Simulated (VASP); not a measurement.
# Te (P6_3/mmc) in VASP: a series of runs, part 2 of 2

VASP 6.6.1. Earlier steps stand in the parts before.

### Step 5. Single point, PBE+D3(BJ)

This run uses another cell than the first one, of 28.65 Å³/atom, 1.305 times its volume.

File INCAR:

```
SYSTEM = Te
  PREC = Accurate
  ENCUT = 520
  EDIFF = 1E-7
  ISMEAR = -1
  SIGMA = 0.05
  LREAL = .FALSE.
  LASPH = .TRUE.
  NELM = 100
  ALGO = Normal
  ISIF = 2
  LWAVE = .FALSE.
  LCHARG = .FALSE.
  GGA = PE
  IVDW = 12
  NBANDS = 13
```

File KPOINTS:

```
Automatic mesh
0
G
  6 6 3
  0 0 0
```

File POSCAR:

```
Te
1.0
    3.8182942660      0.0000000000      0.0000000000
   -1.9091471330      3.3067398335      0.0000000000
    0.0000000000      0.0000000000      4.5380507102
Te
2
Direct
    0.3333333333      0.6666666667      0.2500000000
    0.6666666667      0.3333333333      0.7500000000
```

Potentials or basis: VASP PAW PBE potentials, release 64 (Te).

The run is started by

```sh
$ cat potpaw_PBE.64/Te/POTCAR > POTCAR
$ mpirun -np 1 vasp_std > vasp.out
```

OUTCAR:

```text
SYSTEM = Te
   PREC = Accurate
   ENCUT = 520
   EDIFF = 1E-7
   ISMEAR = -1
   LREAL = .FALSE.
   LASPH = .TRUE.
   NELM = 100
   ISIF = 2
   GGA = PE
   IVDW = 12
 IVDW          = 12

 ion  position               nearest neighbor table
   1  0.333  0.667  0.250-   2 3.16   2 3.16   2 3.16   2 3.16   2 3.16   2 3.16
   2  0.667  0.333  0.750-   1 3.16   1 3.16   1 3.16   1 3.16   1 3.16   1 3.16

  LATTYP: Found a hexagonal cell.
 ALAT       =     3.8182942660
 C/A-ratio  =     1.1885020886

  Lattice vectors:

 A1 = (   3.8182942660,   0.0000000000,   0.0000000000)
 A2 = (  -1.9091471330,   3.3067398335,   0.0000000000)
 A3 = (   0.0000000000,   0.0000000000,   4.5380507102)

Analysis of symmetry for initial positions (statically):
=====================================================================
 Subroutine PRICEL returns:
 Original cell was already a primitive cell.

 Routine SETGRP: Setting up the symmetry group for a
 hexagonal supercell.

 Subroutine GETGRP returns: Found 24 space group operations
 (whereof 12 operations were pure point group operations)
 out of a pool of 24 trial point group operations.

The static configuration has the point symmetry D_3d.
 The point group associated with its full space group is D_6h.
[... 165 lines left out ...]
      7       9.2700      0.00000
      8      11.3821      0.00000
      9      11.8773      0.00000
     10      14.3689      0.00000
     11      16.0101      0.00000
     12      16.0101      0.00000
     13      17.3767      0.00000
[... 194 lines left out ...]
  band No.  band energies     occupation
      1      -3.0440      2.00000
      2      -3.0440      2.00000
      3       2.7729      2.00000
      4       2.7729      2.00000
      5       3.3018      2.00000
      6       5.6973      2.00000
      7      10.3013      0.00000
      8      10.3013      0.00000
      9      15.9730      0.00000
     10      16.0694      0.00000
     11      16.7304      0.00000
     12      16.7304      0.00000
     13      18.4099      0.00000

------------------------ aborting loop because EDIFF is reached ----------------------------------------

 Edisp (eV)   -1.02102

 E8    (eV) :    -0.4667

  FORCE on cell =-STRESS in cart. coord.  units (eV):
  Direction    XX          YY          ZZ          XY          YZ          ZX
  --------------------------------------------------------------------------------------
  -------------------------------------------------------------------------------------
  Total      -0.01038    -0.01038    -0.02951     0.00000     0.00000     0.00000
  in kB      -0.29030    -0.29030    -0.82521     0.00000     0.00000     0.00000
  external pressure =       -0.47 kB  Pullay stress =        0.00 kB

 VOLUME and BASIS-vectors are now :
 -----------------------------------------------------------------------------
  energy-cutoff  :      520.00
  volume of cell :       57.30
      direct lattice vectors                 reciprocal lattice vectors
     3.818294266  0.000000000  0.000000000     0.261897049  0.151206332  0.000000000
    -1.909147133  3.306739834  0.000000000     0.000000000  0.302412663  0.000000000
     0.000000000  0.000000000  4.538050710     0.000000000  0.000000000  0.220358930

 POSITION                                       TOTAL-FORCE (eV/Angst)
 -----------------------------------------------------------------------------------
     -0.00000      2.20449      1.13451         0.000000      0.000000      0.000000
      1.90915      1.10225      3.40354        -0.000000     -0.000000      0.000000
 -----------------------------------------------------------------------------------
    total drift:                               -0.000000      0.000000      0.000000

  FREE ENERGIE OF THE ION-ELECTRON SYSTEM (eV)
  ---------------------------------------------------
  free  energy   TOTEN  =        -6.8090569633 eV

  energy  without entropy=       -6.8019132362  energy(sigma->0) =       -6.80548510
```

OSZICAR:

```text
N       E                     dE             d eps       ncg     rms          rms(c)
DAV:   1     0.448604706921E+02    0.44860E+02   -0.46396E+03   364   0.764E+02
DAV:   2    -0.328692004404E+01   -0.48147E+02   -0.46184E+02   481   0.115E+02
DAV:   3    -0.575451745943E+01   -0.24676E+01   -0.24345E+01   454   0.283E+01
DAV:   4    -0.578540715588E+01   -0.30890E-01   -0.30886E-01   447   0.384E+00
DAV:   5    -0.578598039598E+01   -0.57324E-03   -0.57324E-03   464   0.535E-01    0.104E+01
DAV:   6    -0.578679356744E+01   -0.81317E-03   -0.30113E-03   444   0.320E-01    0.642E+00
DAV:   7    -0.578804395112E+01   -0.12504E-02   -0.62216E-03   409   0.459E-01    0.195E-01
DAV:   8    -0.578803803885E+01    0.59123E-05   -0.16530E-04   454   0.804E-02    0.912E-02
DAV:   9    -0.578803730343E+01    0.73542E-06   -0.96539E-06   459   0.208E-02    0.299E-02
DAV:  10    -0.578803626852E+01    0.10349E-05   -0.10193E-06   439   0.642E-03    0.141E-02
DAV:  11    -0.578803532185E+01    0.94666E-06   -0.90679E-08   335   0.215E-03    0.105E-03
DAV:  12    -0.578803538176E+01   -0.59910E-07   -0.63719E-09   262   0.580E-04
   1 F= -.68090570E+01 E0= -.68054851E+01  d E =-.714373E-02
```

Wall time 17 s (1 thread of AMD EPYC 7R13 (Zen 3), shared host); peak memory 0.14 GiB.

Results:

```yaml
Free_energy: -6.8091 eV
Pressure: 0.0 GPa
Band_gap_on_the_k_mesh: zero (band 6 reaches 9.27 eV, above the bottom of band 7 at 6.04 eV)
Dispersion_energy_per_atom: -0.511 eV
```

Caveat: the k points lie up to 0.46 Å⁻¹ apart; spin-orbit coupling is left out, which moves the levels of the heavy elements; pairwise dispersion overbinds metals, which lowers pressure and volume.

### Step 6. Summary

| cell | gap on the mesh (eV) | pressure (GPa) |
| --- | --- | --- |
| a = 3.202, b = 3.202, c = 4.944 Å, angles 90.0, 90.0, 120.0°, 2 atoms | none | 19.8 |
| a = 3.304, b = 3.304, c = 5.047 Å, angles 90.0, 90.0, 120.0°, 2 atoms | none | 9.9 |
| a = 3.579, b = 3.579, c = 4.674 Å, angles 90.0, 90.0, 120.0°, 2 atoms | none | 4.9 |
| a = 3.818, b = 3.818, c = 4.538 Å, angles 90.0, 90.0, 120.0°, 2 atoms | none | 0.0 |

Alike in all rows: task single point; level PBE+D3(BJ); potentials or basis VASP PAW PBE potentials, release 64 (Te); no spin polarisation; k mesh 6 × 6 × 3; cutoff (eV) 520; smearing fermi-dirac 0.05 eV.

Caveats: all runs use coarse meshes; spin-orbit coupling is left out, which moves the levels of the heavy elements; pairwise dispersion overbinds metals, which lowers pressure and volume.

Absolute energies hang on the potentials; compare differences alone.
